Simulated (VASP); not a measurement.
# Sn (I4_1/amd) in VASP: notebook

Runs on Sn. Level: PBE. Tasks: single point.

All numbers are computed with VASP 6.6.1; they aren't measurements. Logs are shortened: lines on timing, memory, paths and dates and some standing lists are left out, and cuts for length are marked.

**1. The cell of the first run**

Symmetry: I4_1/amd, No. 141, tetragonal system. The conventional cell has a = 5.696 Å, b = 5.696 Å, c = 3.408 Å, α = 90.00°, β = 90.00°, γ = 90.00°. Within 3.9 Å of Sn (site symmetry -4m2) lie 10 Sn at 2.97 to 3.83 Å.

**2. Single point, PBE**

Contents of INCAR:

```
SYSTEM = Sn
ALGO     = Fast           ! electronic algorithm
EDIFF    = 1E-7           ! SCF threshold, eV
ENCUT    = 520            ! plane-wave cutoff, eV
GGA      = PE             ! functional
ISIF     = 2              ! what is computed and relaxed
ISMEAR   = 0              ! smearing method
LASPH    = .True.         ! aspherical terms in the spheres
LCHARG   = .False.        ! write CHGCAR
LREAL    = .False.        ! projectors in reciprocal space
LWAVE    = .False.        ! write WAVECAR
NBANDS   = 21             ! bands
NELM     = 80             ! most SCF steps
PREC     = Accurate       ! precision mode
SIGMA    = 0.15           ! smearing width, eV
```

Contents of KPOINTS:

```
k-points
0
Gamma
  18 18 18
  0 0 0
```

Contents of POSCAR:

```
Sn
1.0
   -2.8482002233      2.8482002233      1.7042197766
    2.8482002233     -2.8482002233      1.7042197766
    2.8482002233      2.8482002233     -1.7042197766
Sn
2
Direct
    0.7500000000      0.2500000000      0.5000000000
    0.0000000000      0.0000000000      0.0000000000
```

Potentials or basis: VASP PAW PBE potentials, release 64 (Sn_d).

Started as:

```sh
$ cat potpaw_PBE.64/Sn_d/POTCAR > POTCAR
$ mpirun -np 1 vasp_std > vasp.out
```

OUTCAR:

```text
SYSTEM = Sn
   EDIFF = 1E-7
   ENCUT = 520
   GGA = PE
   ISIF = 2
   ISMEAR = 0
   LASPH = .True.
   LREAL = .False.
   NELM = 80
   PREC = Accurate

 ion  position               nearest neighbor table
   1  0.750  0.250  0.500-   2 2.97   2 2.97   2 2.97   2 2.97
   2  0.000  0.000  0.000-   1 2.97   1 2.97   1 2.97   1 2.97

  LATTYP: Found a body centered tetragonal cell.
 ALAT       =     5.6964004466
 C/A-ratio  =     0.5983497096

  Lattice vectors:

 A1 = (  -2.8482002233,   2.8482002233,   1.7042197766)
 A2 = (   2.8482002233,  -2.8482002233,   1.7042197766)
 A3 = (   2.8482002233,   2.8482002233,  -1.7042197766)

Analysis of symmetry for initial positions (statically):
=====================================================================
 Subroutine PRICEL returns:
 Original cell was already a primitive cell.

 Routine SETGRP: Setting up the symmetry group for a
 body centered tetragonal supercell.

 Subroutine GETGRP returns: Found 16 space group operations
 (whereof  8 operations were pure point group operations)
 out of a pool of 16 trial point group operations.

The static configuration has the point symmetry D_2d.
 The point group associated with its full space group is D_4h.

Analysis of symmetry for dynamics (positions and initial velocities):
=====================================================================
 Subroutine PRICEL returns:
 Original cell was already a primitive cell.

 Routine SETGRP: Setting up the symmetry group for a
 body centered tetragonal supercell.

 Subroutine GETGRP returns: Found 16 space group operations
 (whereof  8 operations were pure point group operations)
 out of a pool of 16 trial point group operations.

The dynamic configuration has the point symmetry D_2d.
 The point group associated with its full space group is D_4h.

 Subroutine INISYM returns: Found 16 space group operations
 (whereof  8 operations are pure point group operations),
 and found     1 'primitive' translations

----------------------------------------------------------------------------------------

                                     Primitive cell

  volume of cell :      55.3002

  direct lattice vectors                    reciprocal lattice vectors
    -2.848200223  2.848200223  1.704219777     0.000000000  0.175549456  0.293389390
     2.848200223 -2.848200223  1.704219777     0.175549456  0.000000000  0.293389390
     2.848200223  2.848200223 -1.704219777     0.175549456  0.175549456  0.000000000

  length of vectors
[... 75 lines left out ...]
   ICHARG =      2    charge: 1-file 2-atom 10-const
   ISPIN  =      1    spin polarized calculation?
   LNONCOLLINEAR =      F non collinear calculations
   LSORBIT =      F    spin-orbit coupling
   LASPH  =      T    aspherical Exc in radial PAW
   ENCUT  =  520.0 eV  38.22 Ry    6.18 a.u.   8.13  8.13  8.13*2*pi/ulx,y,z
   NELM   =     80;   NELMIN=  2; NELMDL= -5     # of ELM steps
   EDIFF  = 0.1E-06   stopping-criterion for ELM
   LREAL  =      F    real-space projection
   EDIFFG = 0.1E-05   stopping-criterion for IOM
   NSW    =      0    number of steps for IOM
   IBRION =     -1    ionic relax: 0-MD 1-quasi-New 2-CG
   NFREE  =      0    steps in history (QN), initial steepest desc. (CG)
   ISIF   =      2    stress and relaxation
   ISYM   =      2    0-nonsym 1-usesym 2-fastsym
   POTIM  = 0.5000    time-step for ionic-motion
   TEBEG  =    0.0;   TEEND  =   0.0 temperature during run
   PSTRESS=    0.0 pullay stress
   NELECT =      28.0000    total number of electrons
   NUPDOWN=      -1.0000    fix difference up-down
   EMIN   =  10.00;   EMAX   =-10.00  energy-range for DOS
   EFERMI =   0.00;   METHOD = LEGACY
   ISMEAR =     0;   SIGMA  =   0.15  broadening in eV -4-tet -1-fermi 0-gaus
   EFERMI_NEDOS =   21; number of points for ismear=-14 and -15
   IALGO  =     68    algorithm
   IMIX   =      4    mixing-type and parameters
     AMIX     =   0.40;   BMIX     =  1.00
     AMIX_MAG =   1.60;   BMIX_MAG =  1.00
  volume/ion in A,a.u.               =      27.65       186.59
  Fermi-wavevector in a.u.,A,eV,Ry     =   1.304824  2.465760 23.164816  1.702566
  Thomas-Fermi vector in A             =   2.435734
   LORBIT       =      0    0 simple, 1 ext, 2 COOP (PROOUT), +10 PAW based schemes
   GGA     = PE    functional components
   LHFCALC =     F    Hartree Fock is set to
   AEXX    =    0.0000 exact exchange contribution
   IVDW    =     0    specifies the selected vdW correction
   LEPSILON=     F    determine dielectric tensor
   LRPA    =     F    only Hartree local field effects (RPA)
 non-spin polarized calculation
 RMM-DIIS sequential band-by-band and
 Gauss-broadening in eV      SIGMA  =   0.15
  energy-cutoff  :      520.00
  volume of cell :       55.30
 maximum number of plane-waves:      1524
 NGX is ok and might be reduce to    36

 number of electron      27.9999999 magnetization

 Free energy of the ion-electron system (eV)
  ---------------------------------------------------
  ext. energy  EPLUGINS =         0.00000000
  ---------------------------------------------------
  free energy    TOTEN  =        -7.54744402 eV

  energy without entropy =       -7.53690612  energy(sigma->0) =       -7.54217507

 E-fermi :   7.7467     XC(G=0): -10.2110

 val. band max:        7.7442355914   @ k =  -0.1667  -0.4444   0.0556
 cond. band min:       7.7509950522   @ k =  -0.4444   0.3333   0.0556
 fundamental gap:      0.0067594608
 Fermi energy:         7.7467426372

 k-point     1 :       0.0000    0.0000    0.0000
  band No.  band energies     occupation
      1     -13.9309      2.00000
      2     -13.7943      2.00000
      3     -13.7646      2.00000
      4     -13.7106      2.00000
      5     -13.6520      2.00000
      6     -13.6520      2.00000
[... 565 lines left out ...]
     20      15.6212      0.00000
     21      16.5564      0.00000

 [... further k-points ...]
[... 5 lines left out ...]
  --------------------------------------------------------------------------------------
  -------------------------------------------------------------------------------------
  Total        1.2940522      1.2940522     -0.4127530      0.0000000      0.0000000      0.0000000
  in kB       37.4917541     37.4917541    -11.9584313      0.0000000      0.0000000      0.0000000
  external PRESSURE =      21.0083590 kB  Pullay stress =       0.0000000 kB

 VOLUME and BASIS-vectors are now :
 -----------------------------------------------------------------------------
  energy-cutoff  :      520.00
  volume of cell :       55.30
      direct lattice vectors                 reciprocal lattice vectors
    -2.848200223  2.848200223  1.704219777     0.000000000  0.175549456  0.293389390
     2.848200223 -2.848200223  1.704219777     0.175549456  0.000000000  0.293389390
     2.848200223  2.848200223 -1.704219777     0.175549456  0.175549456  0.000000000

 POSITION                                       TOTAL-FORCE (eV/Angst)
 -----------------------------------------------------------------------------------
      0.00000      2.84820      0.85211         0.000000      0.000000      0.000000
      0.00000      0.00000      0.00000        -0.000000     -0.000000     -0.000000
 -----------------------------------------------------------------------------------
    total drift:                               -0.000000      0.000000     -0.000000

  FREE ENERGIE OF THE ION-ELECTRON SYSTEM (eV)
  ---------------------------------------------------
  free  energy   TOTEN  =        -7.5474440233 eV

  energy  without entropy=       -7.5369061173  energy(sigma->0) =       -7.54217507
```

OSZICAR:

```text
N       E                     dE             d eps       ncg     rms          rms(c)
DAV:   1     0.223942574729E+03    0.22394E+03   -0.14424E+04 20494   0.207E+03
DAV:   2     0.159618259494E+02   -0.20798E+03   -0.20370E+03 20300   0.457E+02
DAV:   3    -0.682102338900E+01   -0.22783E+02   -0.22591E+02 23429   0.136E+02
DAV:   4    -0.754398337947E+01   -0.72296E+00   -0.72251E+00 23012   0.268E+01
DAV:   5    -0.757314527201E+01   -0.29162E-01   -0.29161E-01 28641   0.507E+00    0.242E+00
RMM:   6    -0.755317682678E+01    0.19968E-01   -0.27792E-02 24878   0.203E+00    0.141E+00
RMM:   7    -0.754719517478E+01    0.59817E-02   -0.24217E-02 24813   0.177E+00    0.146E-01
RMM:   8    -0.754728600996E+01   -0.90835E-04   -0.40204E-03 27210   0.696E-01    0.540E-02
RMM:   9    -0.754742898484E+01   -0.14297E-03   -0.13522E-03 32092   0.299E-01    0.318E-02
RMM:  10    -0.754744063266E+01   -0.11648E-04   -0.10866E-04 27543   0.113E-01    0.874E-03
RMM:  11    -0.754744351681E+01   -0.28842E-05   -0.55956E-05 30618   0.686E-02    0.572E-03
RMM:  12    -0.754744417358E+01   -0.65676E-06   -0.11887E-05 32442   0.272E-02    0.677E-04
RMM:  13    -0.754744405238E+01    0.12120E-06   -0.97363E-07 25057   0.763E-03    0.363E-04
RMM:  14    -0.754744402326E+01    0.29117E-07   -0.13737E-07 14099   0.411E-03
   1 F= -.75474440E+01 E0= -.75421751E+01  d E =-.105379E-01
```

Run time: 12 min. Hardware: 1 thread of Intel Xeon Platinum 8375C at 2.90GHz (Ice Lake), shared host; peak memory 0.55 GiB.

Results:

```yaml
Free_energy: -7.5474 eV
Pressure: 2.1 GPa
Band_gap_on_the_k_mesh: zero (band 14 reaches 9.75 eV, above the bottom of band 15 at 4.92 eV)
```

Stress tensor (GPa, compression positive):
```
 3.75  0.00  0.00
 0.00  3.75  0.00
 0.00  0.00 -1.20
```

Caveat: spin-orbit coupling is left out, which moves the levels of the heavy elements.

**3. Single point, PBE**

This run uses another cell than the first one, of the same volume but with other edges.

Contents of INCAR:

```
ALGO = Fast
EDIFF = 1E-7
ENCUT = 520
GGA = PE
ISIF = 2
ISMEAR = 0
LASPH = T
LCHARG = F
LREAL = F
LWAVE = F
NBANDS = 21
NELM = 60
PREC = Accurate
SIGMA = 0.15
```

Contents of KPOINTS:

```
k-points
0
Gamma
  18 18 18
```

Contents of POSCAR:

```
Sn
1.0
   -2.9804213574      2.9804213574      1.5563644397
    2.9804213574     -2.9804213574      1.5563644397
    2.9804213574      2.9804213574     -1.5563644397
Sn
2
Direct
    0.7500000000      0.2500000000      0.5000000000
    0.0000000000      0.0000000000      0.0000000000
```

Potentials or basis: VASP PAW PBE potentials, release 64 (Sn_d).

Started as:

```sh
$ cat potpaw_PBE.64/Sn_d/POTCAR > POTCAR
$ mpirun -np 1 vasp_std > vasp.out
```

It took 12 min on 1 thread of Intel Xeon Platinum 8375C at 2.90GHz (Ice Lake), shared host; peak memory 0.55 GiB.

It converged, with:

| Item | Value |
| --- | --- |
| Free energy | -7.5992 eV |
| Pressure | 1.4 GPa |
| Band gap on the k mesh | zero (band 14 reaches 9.13 eV, above the bottom of band 15 at 5.13 eV) |

Stress tensor (GPa, compression positive):
```
0.68 0.00 0.00
0.00 0.68 0.00
0.00 0.00 2.81
```

Levels at points of the mesh, in eV from the Fermi level:
```tsv
k point	band 10	band 11	band 12	band 13	band 14	band 15	band 16	band 17	band 18	band 19
(0.00, 0.00, 0.00)	-21.18	-11.00	-4.11	-2.08	-2.08	2.86	5.77	5.77	7.36	7.50
(0.50, 0.00, 0.00)	-21.21	-6.60	-5.19	-2.38	-1.80	-0.91	2.34	2.78	4.51	6.94
(0.50, 0.50, 0.00)	-21.29	-8.88	-8.88	0.39	0.39	1.22	1.22	6.63	6.63	10.02
(0.50, 0.50, 0.50)	-21.34	-7.69	-7.69	-4.73	-4.73	5.77	5.77	8.64	8.64	12.26
```

Caveat: spin-orbit coupling is left out, which moves the levels of the heavy elements.

**4. Single point, PBE**

Contents of INCAR:

```
SYSTEM = Sn
PREC     = Accurate       ! precision mode
ENCUT    = 520            ! plane-wave cutoff, eV
EDIFF    = 1E-6           ! SCF threshold, eV
ISMEAR   = 0              ! smearing method
SIGMA    = 0.15           ! smearing width, eV
LREAL    = .False.        ! projectors in reciprocal space
LASPH    = .True.         ! aspherical terms in the spheres
NELM     = 60             ! most SCF steps
ALGO     = Fast           ! electronic algorithm
ISIF     = 2              ! what is computed and relaxed
LWAVE    = .False.        ! write WAVECAR
LCHARG   = .False.        ! write CHGCAR
GGA      = PE             ! functional
NBANDS   = 21             ! bands
```

Contents of KPOINTS:

```
Automatic mesh
0
Gamma
  18 18 18
  0 0 0
```

Contents of POSCAR:

```
Sn
1.0
   -2.8927105411      2.8927105411      1.6521773982
    2.8927105411     -2.8927105411      1.6521773982
    2.8927105411      2.8927105411     -1.6521773982
Sn
2
Direct
    0.7500000000      0.2500000000      0.5000000000
    0.0000000000      0.0000000000      0.0000000000
```

Started as:

```sh
$ cat potpaw_PBE.64/Sn_d/POTCAR > POTCAR
$ mpirun -np 1 vasp_std > vasp.out
```

Run time: 10 min. Hardware: 1 thread of Intel Xeon Platinum 8375C at 2.90GHz (Ice Lake), shared host; peak memory 0.54 GiB.

It converged, with:

* Free energy: -7.5908 eV
* Pressure: 1.6 GPa
* Band gap on the k mesh: zero (band 14 reaches 9.53 eV, above the bottom of band 15 at 4.93 eV)

Stress tensor (GPa, compression positive):
```
 2.59  0.00  0.00
 0.00  2.59  0.00
 0.00  0.00 -0.46
```

Levels at points of the mesh, in eV from the Fermi level:
```csv
k point,band 11,band 12,band 13,band 14,band 15,band 16,band 17,band 18
"(0.00, 0.00, 0.00)",-11.00,-3.22,-1.76,-1.76,3.17,6.04,6.13,6.47
"(0.50, 0.00, 0.00)",-7.18,-5.50,-2.25,-1.50,-1.31,2.20,2.87,4.72
"(0.50, 0.50, 0.00)",-8.71,-8.71,0.80,0.80,1.91,1.91,5.26,5.26
"(0.50, 0.50, 0.50)",-7.30,-7.30,-4.67,-4.67,4.16,4.16,9.78,9.78
```

Caveat: spin-orbit coupling is left out, which moves the levels of the heavy elements.

**5. Single point, PBE**

This run uses another cell than the first one, of the same volume but with other edges.

Contents of INCAR:

```
SYSTEM = Sn
PREC = Accurate
ENCUT = 520
EDIFF = 1E-6
ISMEAR = 0
SIGMA = 0.15
LREAL = .FALSE.
LASPH = .TRUE.
NELM = 80
ALGO = Fast
ISIF = 2
LWAVE = .FALSE.
LCHARG = .FALSE.
GGA = PE
NBANDS = 21
```

Contents of KPOINTS:

```
regular mesh
0
G
  18 18 18
  0 0 0
```

Contents of POSCAR:

```
Sn
1.0
   -3.1671702952      3.1671702952      1.3782366739
    3.1671702952     -3.1671702952      1.3782366739
    3.1671702952      3.1671702952     -1.3782366739
Sn
2
Direct
    0.7500000000      0.2500000000      0.5000000000
    0.0000000000      0.0000000000      0.0000000000
```

Started as:

```sh
$ cat potpaw_PBE.64/Sn_d/POTCAR > POTCAR
$ mpirun -np 1 vasp_std > vasp.out
```

Wall time 10 min (1 thread of Oxide Virtual Turin-like, shared host); peak memory 0.51 GiB.

It converged, with:

```
Free energy            : -7.1213 eV
Pressure               : 6.0 GPa
Band gap on the k mesh : zero (band 14 reaches 8.77 eV, above the bottom of band 15 at 6.12 eV)
```

Stress tensor (GPa, compression positive):
```
-1.60  0.00  0.00
 0.00 -1.60  0.00
 0.00  0.00 21.12
```

Levels at points of the mesh, in eV from the Fermi level:
| k point | band 12 | band 13 | band 14 | band 15 | band 16 | band 17 |
| --- | --- | --- | --- | --- | --- | --- |
| (0.00, 0.00, 0.00) | -6.01 | -2.81 | -2.81 | 2.30 | 3.87 | 3.87 |
| (0.50, 0.00, 0.00) | -4.63 | -2.50 | -2.35 | 0.06 | 2.80 | 2.88 |
| (0.50, 0.50, 0.00) | -9.44 | -0.66 | -0.66 | -0.22 | -0.22 | 8.43 |
| (0.50, 0.50, 0.50) | -8.67 | -4.93 | -4.93 | 5.96 | 5.96 | 9.68 |

Caveat: spin-orbit coupling is left out, which moves the levels of the heavy elements.

**6. Single point, PBE**

This run uses another cell than the first one, of the same volume but with other edges.

Contents of INCAR:

```
SYSTEM = Sn
ALGO = Fast ; EDIFF = 1E-6
ENCUT = 520 ; GGA = PE
ISIF = 2 ; ISMEAR = 0
LASPH = .TRUE. ; LCHARG = .FALSE.
LREAL = .FALSE. ; LWAVE = .FALSE.
NBANDS = 21 ; NELM = 60
PREC = Accurate ; SIGMA = 0.15
```

Contents of KPOINTS:

```
k-points
0
G
  18 18 18
  0 0 0
```

Contents of POSCAR:

```
Sn
1.0
   -2.6939340552      2.6939340552      1.9049900525
    2.6939340552     -2.6939340552      1.9049900525
    2.6939340552      2.6939340552     -1.9049900525
Sn
2
Direct
    0.7500000000      0.2500000000      0.5000000000
    0.0000000000      0.0000000000      0.0000000000
```

Potentials or basis: VASP PAW PBE potentials, release 64 (Sn_d).

Started as:

```sh
$ cat potpaw_PBE.64/Sn_d/POTCAR > POTCAR
$ mpirun -np 1 vasp_std > vasp.out
```

It took 7.9 min on 1 thread of Oxide Virtual Turin-like, shared host; peak memory 0.48 GiB.

The run converged. Its results:

```yaml
Free_energy: -7.2692 eV
Pressure: 5.6 GPa
Band_gap_on_the_k_mesh: zero (band 14 reaches 9.77 eV, above the bottom of band 15 at 5.21 eV)
```

Stress tensor (GPa, compression positive):
```
 8.41  0.00  0.00
 0.00  8.41  0.00
 0.00  0.00 -0.01
```

Levels at points of the mesh, in eV from the Fermi level:
```
           k point  band 11  band 12  band 13  band 14  band 15  band 16  band 17  band 18
(0.00, 0.00, 0.00)   -11.16    -1.30    -1.06    -1.06     3.70     3.81     4.05     6.10
(0.50, 0.00, 0.00)    -8.29    -6.14    -1.95    -1.72    -0.86     2.15     3.50     5.62
(0.50, 0.50, 0.00)    -8.48    -8.48     0.73     0.73     3.26     3.26     4.00     4.00
(0.50, 0.50, 0.50)    -6.64    -6.64    -4.51    -4.51     1.30     1.30    10.41    10.41
```

Caveat: spin-orbit coupling is left out, which moves the levels of the heavy elements.

**7. Summary**

| cell | further INCAR settings | gap on the mesh (eV) | pressure (GPa) |
| --- | --- | --- | --- |
| a = 4.374 Å, angles 98.7, 98.7, 134.1°, 2 atoms | ALGO = Fast; EDIFF = 1e-07; NBANDS = 21 | none | 2.1 |
| a = 4.493 Å, angles 96.9, 96.9, 139.5°, 2 atoms | ALGO = Fast; EDIFF = 1e-07; NBANDS = 21 | none | 1.4 |
| a = 4.412 Å, angles 98.1, 98.1, 136.0°, 2 atoms | ALGO = Fast; EDIFF = 1e-06; NBANDS = 21 | none | 1.6 |
| a = 4.686 Å, angles 95.0, 95.0, 145.8°, 2 atoms | ALGO = Fast; EDIFF = 1e-06; NBANDS = 21 | none | 6.0 |
| a = 4.260 Å, angles 101.5, 101.5, 126.9°, 2 atoms | ALGO = Fast; EDIFF = 1e-06; NBANDS = 21 | none | 5.6 |

Alike in all rows: task single point; level PBE; potentials or basis VASP PAW PBE potentials, release 64 (Sn_d); no spin polarisation; k mesh 18 × 18 × 18; cutoff (eV) 520; smearing gaussian 0.15 eV.

Caveats: spin-orbit coupling is left out, which moves the levels of the heavy elements.

Absolute energies hang on the potentials; compare differences alone.
